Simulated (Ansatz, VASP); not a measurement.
# Two plane-wave programs on Al

File POSCAR:

```
Al
1.0
    0.0000000000      2.0248050000      2.0248050000
    2.0248050000      0.0000000000      2.0248050000
    2.0248050000      2.0248050000      0.0000000000
Al
1
Direct
    0.0000000000      0.0000000000      0.0000000000
```

File INCAR.step1:

```
PREC = Accurate
ENCUT = 600
ISMEAR = 0
SIGMA = 0.1
LREAL = False
LASPH = True
NELM = 60
GGA = PE
ALGO = Normal
EDIFF = 1E-4
LWAVE = True
LCHARG = False
```

Contents of INCAR.step2:

```
PREC = Accurate
ENCUT = 600
EDIFF = 1E-6
ISMEAR = 0
SIGMA = 0.1
LREAL = False
LASPH = True
NELM = 60
ALGO = Normal
ISIF = 3
LWAVE = False
LCHARG = False
METAGGA = R2SCAN
LMIXTAU = True
IBRION = 2
NSW = 100
EDIFFG = -0.002
ISTART = 1
```

File KPOINTS:

```
Automatic mesh
0
Gamma
  18 18 18
```

Input for Ansatz:

```yaml
crystal:
  lattice:
    - [0.0, 2.024805, 2.024805]
    - [2.024805, 0.0, 2.024805]
    - [2.024805, 2.024805, 0.0]
  atoms:
    - { symbol: Al, position: [0.0, 0.0, 0.0] }
basis:
  ecutwfc: 500
kpoints:
  mp_grid: { grid: [18, 18, 18] }
hamiltonian:
  xc: r2scan
scf:
  occupations: { method: gaussian, width: 0.1 }
output:
  forces: true
  stress: true
  eigenvalues: true
relax:
  adjacent_minimum: "off"
  f_tol: 0.002
  max_steps: 80
  cell: { stress_tol: 0.02 }
```

Alike in both runs: task relaxation of cell and atoms; functional r2SCAN; k mesh 18 × 18 × 18; occupations gaussian, width 0.1 eV; no spin polarisation.

|  | VASP | Ansatz |
| --- | --- | --- |
| version | VASP 6.6.1 | Ansatz 0.2.0 |
| potentials or method | VASP PAW PBE potentials, release 64 (Al), cutoff 600 eV | scalar-relativistic, plane waves, PAW |
| valence electrons in the cell | 3 | 3 |

|  | VASP | Ansatz | Ansatz less VASP |
| --- | --- | --- | --- |
| gap on the k mesh at the Fermi level, each at its own relaxed structure (eV) | none | none | - |
| relaxed volume (Å³/atom) | 15.85 | 15.90 | +0.057 |
| relaxed cell length with the largest relative difference (Å) | 2.819 | 2.823 | +0.0034 |

VASP's potentials were made for PBE, not for r2SCAN. A gap of «none» marks a metal or a gap that the smearing closes.
